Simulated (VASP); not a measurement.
# Ti in VASP: single point with PBE

Aim: the single point of Ti with PBE.

All numbers are computed with VASP 6.6.1; they aren't measurements. Logs are shortened: lines on timing, memory, paths and dates and some standing lists are left out, and cuts for length are marked.

**1. The cell of the first run**

The cell holds a slab with vacuum, 5 atoms: a = 2.940 Å, b = 2.940 Å, c = 25.296 Å, α = 90.00°, β = 90.00°, γ = 120.00°.

**2. Single point, PBE**

File POSCAR:

```
Ti
1.0
    2.9399472392      0.0000000000      0.0000000000
   -1.4699736196      2.5460689949      0.0000000000
    0.0000000000      0.0000000000     25.2957000000
Ti
5
Direct
    0.0000000000      0.0000000000      0.3162585134
    0.3333333340      0.6666666660      0.4081292569
    0.0000000000      0.0000000000      0.4999999997
    0.3333333340      0.6666666660      0.5918707431
    0.0000000000      0.0000000000      0.6837414866
```

File INCAR.step1:

```
SYSTEM = Ti
PREC     = Accurate       ! precision mode
ENCUT    = 520            ! plane-wave cutoff, eV
EDIFF    = 1E-6           ! SCF threshold, eV
ISMEAR   = -1             ! smearing method
SIGMA    = 0.05           ! smearing width, eV
LREAL    = .FALSE.        ! projectors in reciprocal space
LASPH    = .TRUE.         ! aspherical terms in the spheres
NELM     = 60             ! most SCF steps
ALGO     = Normal         ! electronic algorithm
ISIF     = 2              ! what is computed and relaxed
LWAVE    = .FALSE.        ! write WAVECAR
LCHARG   = .TRUE.         ! write CHGCAR
LMAXMIX  = 4              ! l up to which the mixer works
LDIPOL   = .TRUE.       
IDIPOL   = 3            
DIPOL    = 0.5 0.5 0.500
GGA      = PE             ! functional
NBANDS   = 38             ! bands
```

File KPOINTS.step1:

```
regular mesh
0
G
  13 13 1
  0 0 0
```

File INCAR.step2:

```
SYSTEM = Ti
PREC     = Accurate       ! precision mode
ENCUT    = 520            ! plane-wave cutoff, eV
EDIFF    = 1E-6           ! SCF threshold, eV
ISMEAR   = -5             ! smearing method
SIGMA    = 0.05           ! smearing width, eV
LREAL    = .FALSE.        ! projectors in reciprocal space
LASPH    = .TRUE.         ! aspherical terms in the spheres
NELM     = 60             ! most SCF steps
ALGO     = Normal         ! electronic algorithm
ISIF     = 2              ! what is computed and relaxed
LWAVE    = .FALSE.        ! write WAVECAR
LCHARG   = .FALSE.        ! write CHGCAR
LMAXMIX  = 4              ! l up to which the mixer works
LDIPOL   = .TRUE.       
IDIPOL   = 3            
DIPOL    = 0.5 0.5 0.500
GGA      = PE             ! functional
LORBIT   = 10             ! projections on sites
NEDOS    = 2001           ! points of the DOS
ICHARG   = 11             ! starting density
```

File KPOINTS.step2:

```
regular mesh
0
G
  20 20 1
  0 0 0
```

Potentials or basis: VASP PAW PBE potentials, release 64 (Ti_sv).

On the command line:

```bash
cat potpaw_PBE.64/Ti_sv/POTCAR > POTCAR
cp INCAR.step1 INCAR
cp KPOINTS.step1 KPOINTS
mpirun -np 1 vasp_std > vasp.out
cp INCAR.step2 INCAR
cp KPOINTS.step2 KPOINTS
mpirun -np 1 vasp_std > vasp.out
```

OUTCAR:

```text
SYSTEM = Ti
   PREC = Accurate
   ENCUT = 520
   EDIFF = 1E-6
   ISMEAR = -5
   LREAL = .FALSE.
   LASPH = .TRUE.
   NELM = 60
   ISIF = 2
   GGA = PE
   LORBIT = 10
   ICHARG = 11

 ion  position               nearest neighbor table
   1  0.000  0.000  0.316-   2 2.88   2 2.88   2 2.88
   2  0.333  0.667  0.408-   3 2.88   3 2.88   3 2.88   1 2.88   1 2.88   1 2.88
   3  0.000  0.000  0.500-   2 2.88   2 2.88   2 2.88   4 2.88   4 2.88   4 2.88
   4  0.333  0.667  0.592-   3 2.88   3 2.88   5 2.88   5 2.88   3 2.88   5 2.88
   5  0.000  0.000  0.684-   4 2.88   4 2.88   4 2.88

  LATTYP: Found a hexagonal cell.
 ALAT       =     2.9399472392
 C/A-ratio  =     8.6041340003

  Lattice vectors:

 A1 = (   2.9399472392,   0.0000000000,   0.0000000000)
 A2 = (  -1.4699736196,   2.5460689949,   0.0000000000)
 A3 = (   0.0000000000,   0.0000000000,  25.2957000000)

Analysis of symmetry for initial positions (statically):
=====================================================================
 Subroutine PRICEL returns:
 Original cell was already a primitive cell.

 Routine SETGRP: Setting up the symmetry group for a
 hexagonal supercell.

 Subroutine GETGRP returns: Found 12 space group operations
 (whereof 12 operations were pure point group operations)
 out of a pool of 24 trial point group operations.

The static configuration has the point symmetry D_3h.

Analysis of symmetry for dynamics (positions and initial velocities):
=====================================================================
 Subroutine PRICEL returns:
 Original cell was already a primitive cell.

 Routine SETGRP: Setting up the symmetry group for a
 hexagonal supercell.

 Subroutine GETGRP returns: Found 12 space group operations
 (whereof 12 operations were pure point group operations)
 out of a pool of 24 trial point group operations.

The dynamic configuration has the point symmetry D_3h.

 Subroutine INISYM returns: Found 12 space group operations
 (whereof 12 operations are pure point group operations),
 and found     1 'primitive' translations

----------------------------------------------------------------------------------------

                                     Primitive cell

  volume of cell :     189.3461

  direct lattice vectors                    reciprocal lattice vectors
     2.939947239  0.000000000  0.000000000     0.340142159  0.196381167  0.000000000
    -1.469973620  2.546068995  0.000000000     0.000000000  0.392762334  0.000000000
     0.000000000  0.000000000 25.295700000     0.000000000  0.000000000  0.039532411

  length of vectors
     2.939947239  2.939947239 25.295700000     0.392762334  0.392762334  0.039532411

  position of ions in fractional coordinates (direct lattice)
     0.000000000  0.000000000  0.316258513
     0.333333334  0.666666666  0.408129257
     0.000000000  0.000000000  0.500000000
     0.333333334  0.666666666  0.591870743
     0.000000000  0.000000000  0.683741487

  ion indices of the primitive-cell ions
   primitive index   ion index
                 1           1
                 2           2
                 3           3
                 4           4
                 5           5

----------------------------------------------------------------------------------------

 KPOINTS: regular mesh

Automatic generation of k-mesh.
 Grid dimensions read from file:
 generate k-points for:   20   20    1

 Generating k-lattice:

  Cartesian coordinates                     Fractional coordinates (reciprocal lattice)
     0.017007108  0.009819058  0.000000000     0.050000000  0.000000000  0.000000000
     0.000000000  0.019638117  0.000000000     0.000000000  0.050000000  0.000000000
     0.000000000  0.000000000  0.039532411     0.000000000  0.000000000  1.000000000

  Length of vectors
     0.019638117  0.019638117  0.039532411

  Shift w.r.t. Gamma in fractional coordinates (k-lattice)
     0.000000000  0.000000000  0.000000000

 TETIRR: Found    210 inequivalent tetrahedra from     2400

 Subroutine IBZKPT returns following result:
 ===========================================

 Found     44 irreducible k-points:

 Following reciprocal coordinates:
            Coordinates               Weight
  0.000000  0.000000  0.000000      1.000000
  0.050000  0.000000  0.000000      6.000000
  0.100000 -0.000000  0.000000      6.000000
  0.150000  0.000000  0.000000      6.000000
  0.200000 -0.000000  0.000000      6.000000
  0.250000  0.000000  0.000000      6.000000
[... 16 lines left out ...]
  0.200000  0.100000  0.000000     12.000000
  0.250000  0.100000  0.000000     12.000000
 [... further k-points ...]
   k-points           NKPTS =     44   k-points in BZ     NKDIM =     44   number of bands    NBANDS=     36
   number of dos      NEDOS =   2001   number of ions     NIONS =      5
   total plane-waves  NPLWV = 110592
   dimension x,y,z NGX =    24 NGY =   24 NGZ =  192
   dimension x,y,z NGXF=    48 NGYF=   48 NGZF=  384
   ions per type =               5
   NGX,Y,Z   is equivalent  to a cutoff of  13.57, 13.57, 12.62 a.u.
   NGXF,Y,Z  is equivalent  to a cutoff of  27.14, 27.14, 25.24 a.u.
 SYSTEM =  Ti
   PREC   = accura    normal or accurate (medium, high low for compatibility)
   ISTART =      0    job   : 0-new  1-cont  2-samecut
   ICHARG =     11    charge: 1-file 2-atom 10-const
   ISPIN  =      1    spin polarized calculation?
   LNONCOLLINEAR =      F non collinear calculations
   LSORBIT =      F    spin-orbit coupling
   LASPH  =      T    aspherical Exc in radial PAW
   ENCUT  =  520.0 eV  38.22 Ry    6.18 a.u.   5.47  5.47 47.03*2*pi/ulx,y,z
   NELM   =     60;   NELMIN=  2; NELMDL=  0     # of ELM steps
   EDIFF  = 0.1E-05   stopping-criterion for ELM
   LREAL  =      F    real-space projection
   EDIFFG = 0.1E-04   stopping-criterion for IOM
   NSW    =      0    number of steps for IOM
   IBRION =     -1    ionic relax: 0-MD 1-quasi-New 2-CG
   NFREE  =      0    steps in history (QN), initial steepest desc. (CG)
   ISIF   =      2    stress and relaxation
   ISYM   =      2    0-nonsym 1-usesym 2-fastsym
   POTIM  = 0.5000    time-step for ionic-motion
   TEBEG  =    0.0;   TEEND  =   0.0 temperature during run
   PSTRESS=    0.0 pullay stress
   NELECT =      60.0000    total number of electrons
   NUPDOWN=      -1.0000    fix difference up-down
   EMIN   =  10.00;   EMAX   =-10.00  energy-range for DOS
   EFERMI =   0.00;   METHOD = LEGACY
   ISMEAR =    -5;   SIGMA  =   0.05  broadening in eV -4-tet -1-fermi 0-gaus
   EFERMI_NEDOS =   21; number of points for ismear=-14 and -15
   IALGO  =     38    algorithm
   IMIX   =      4    mixing-type and parameters
     AMIX     =   0.40;   BMIX     =  1.00
     AMIX_MAG =   1.60;   BMIX_MAG =  1.00
  volume/ion in A,a.u.               =      37.87       255.55
  Fermi-wavevector in a.u.,A,eV,Ry     =   1.116109  2.109139 16.948755  1.245698
  Thomas-Fermi vector in A             =   2.252719
   LORBIT       =     10    0 simple, 1 ext, 2 COOP (PROOUT), +10 PAW based schemes
   GGA     = PE    functional components
   LHFCALC =     F    Hartree Fock is set to
   AEXX    =    0.0000 exact exchange contribution
   IVDW    =     0    specifies the selected vdW correction
   LEPSILON=     F    determine dielectric tensor
   LRPA    =     F    only Hartree local field effects (RPA)
 non-spin polarized calculation
 Fermi weights with tetrahedron method with Bloechl corrections
  energy-cutoff  :      520.00
  volume of cell :      189.35
 maximum number of plane-waves:      5207
 NGX is ok and might be reduce to    24

 number of electron      59.9999993 magnetization

 dipolmoment           0.000000      0.000000     -0.000000 electrons x Angstroem

 Free energy of the ion-electron system (eV)
  ---------------------------------------------------
  ext. energy  EPLUGINS =         0.00000000
  ---------------------------------------------------
  free energy    TOTEN  =       -37.23522393 eV

  energy without entropy =      -37.23522393  energy(sigma->0) =      -37.23522393

 E-fermi :   1.5391     XC(G=0):  -6.1161

 val. band max:        1.5419349636   @ k =   0.3000   0.0500   0.0000
 cond. band min:       1.5502788685   @ k =   0.3000   0.3000   0.0000
 fundamental gap:      0.0083439049
 Fermi energy:         1.5391410909

 k-point     1 :       0.0000    0.0000    0.0000
  band No.  band energies     occupation
      1     -55.4235      2.00000
      2     -55.4232      2.00000
      3     -55.2603      2.00000
      4     -55.2214      2.00000
      5     -55.1627      2.00000
      6     -31.8837      2.00000
[... 28 lines left out ...]
     35       2.3262      0.00000
     36       2.3537      0.00000

 k-point     2 :       0.0500    0.0000    0.0000
  band No.  band energies     occupation
      1     -55.4217      2.00000
      2     -55.4214      2.00000
      3     -55.2581      2.00000
      4     -55.2198      2.00000
      5     -55.1616      2.00000
      6     -31.8794      2.00000
[... 28 lines left out ...]
     35       2.3110      0.00000
     36       2.4242      0.00000

 k-point     3 :       0.1000   -0.0000    0.0000
  band No.  band energies     occupation
      1     -55.4164      2.00000
      2     -55.4161      2.00000
      3     -55.2519      2.00000
      4     -55.2152      2.00000
      5     -55.1583      2.00000
      6     -31.8670      2.00000
[... 28 lines left out ...]
     35       2.4313      0.00000
     36       2.4520      0.00000
[... 742 lines left out ...]
 k-point    23 :       0.2000    0.1000    0.0000
  band No.  band energies     occupation
      1     -55.3824      2.00000
      2     -55.3823      2.00000
      3     -55.2107      2.00000
      4     -55.1857      2.00000
      5     -55.1384      2.00000
      6     -31.7895      2.00000
[... 28 lines left out ...]
     35       2.3311      0.00000
     36       2.6922      0.00000

 k-point    24 :       0.2500    0.1000    0.0000
  band No.  band energies     occupation
      1     -55.3713      2.00000
      2     -55.3712      2.00000
      3     -55.1965      2.00000
      4     -55.1761      2.00000
      5     -55.1327      2.00000
      6     -31.7761      2.00000
[... 28 lines left out ...]
     35       2.3026      0.00000
     36       2.5441      0.00000

 [... further k-points ...]

------------------------ aborting loop because EDIFF is reached ----------------------------------------

 vacuum level on the upper side and lower side of the slab       (xc-potential included)        -0.182        -0.182

  FORCE on cell =-STRESS in cart. coord.  units (eV):
  Direction    XX          YY          ZZ          XY          YZ          ZX
  --------------------------------------------------------------------------------------
  -------------------------------------------------------------------------------------
  Total       -2.1125284     -2.1125284     -2.9240597      0.0000000      0.0000000      0.0000000
  in kB      -17.8754396    -17.8754396    -24.7423194      0.0000000      0.0000000      0.0000000
  external PRESSURE =     -20.1643995 kB  Pullay stress =       0.0000000 kB

 VOLUME and BASIS-vectors are now :
 -----------------------------------------------------------------------------
  energy-cutoff  :      520.00
  volume of cell :      189.35
      direct lattice vectors                 reciprocal lattice vectors
     2.939947239  0.000000000  0.000000000     0.340142159  0.196381167  0.000000000
    -1.469973620  2.546068995  0.000000000     0.000000000  0.392762334  0.000000000
     0.000000000  0.000000000 25.295700000     0.000000000  0.000000000  0.039532411

 POSITION                                       TOTAL-FORCE (eV/Angst)
 -----------------------------------------------------------------------------------
      0.00000      0.00000      7.99998         0.000000     -0.000000      0.596032
      0.00000      1.69738     10.32392        -0.000000     -0.000000     -0.732181
      0.00000      0.00000     12.64785         0.000000     -0.000000      0.000000
      0.00000      1.69738     14.97178        -0.000000     -0.000000      0.732181
      0.00000      0.00000     17.29572         0.000000      0.000000     -0.596032
 -----------------------------------------------------------------------------------
    total drift:                                0.006401     -0.003695     -0.000005

  FREE ENERGIE OF THE ION-ELECTRON SYSTEM (eV)
  ---------------------------------------------------
  free  energy   TOTEN  =       -37.2352239341 eV

  energy  without entropy=      -37.2352239341  energy(sigma->0) =      -37.23522393

 vacuum level on the upper side and lower side of the slab         5.836         5.836

 total charge

# of ion       s       p       d       tot
------------------------------------------
    1        2.251   6.062   1.887  10.200
    2        2.248   6.121   1.866  10.235
    3        2.250   6.119   1.879  10.248
    4        2.248   6.121   1.866  10.235
    5        2.251   6.062   1.887  10.200
--------------------------------------------------
tot         11.247  30.486   9.385  51.118
```

Run time: 19 min. Hardware: 1 thread of Intel Xeon 8259CL, shared host; peak memory 0.43 GiB.

Results:

- Valence electrons inside the program's atomic spheres: Ti 10.20, 10.23, 10.25 (each value once)
